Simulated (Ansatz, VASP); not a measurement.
**YZr3 in VASP and in Ansatz**

```xyz
4
Lattice="3.2450 0.0000 0.0000 0.0000 3.2450 0.0000 0.0000 0.0000 9.6228" Properties=species:S:1:pos:R:3 pbc="T T T"
Y     0.0000    0.0000    0.0000
Zr    1.6225    1.6225    7.0118
Zr    0.0000    0.0000    4.8114
Zr    1.6225    1.6225    2.6110
```

Alike in both runs: functional PBE; k mesh 14 × 14 × 6; occupations fermi-dirac, width 0.15 eV; no spin polarisation.

Ansatz relaxed the structure, and its values are those at the end. VASP's run is a single point on that final structure, the one shown.

|  | VASP | Ansatz |
| --- | --- | --- |
| version | VASP 6.6.1 | Ansatz 0.2.0 |
| potentials or method | VASP PAW PBE potentials, release 64 (Y_sv, Zr_sv), cutoff 520 eV | scalar-relativistic, plane waves, PAW |
| valence electrons in the cell | 47 | 47 |

VASP gave:

```
gap on the k mesh at the Fermi level (eV) : none
pressure (GPa)                            : -0.1
```

Q: Which values does Ansatz return?

A: gap on the k mesh at the Fermi level (eV): none; pressure (GPa): 0.0.

A gap of «none» marks a metal or a gap that the smearing closes. With one functional, cell and mesh, what is left measures potentials, basis and numerics.
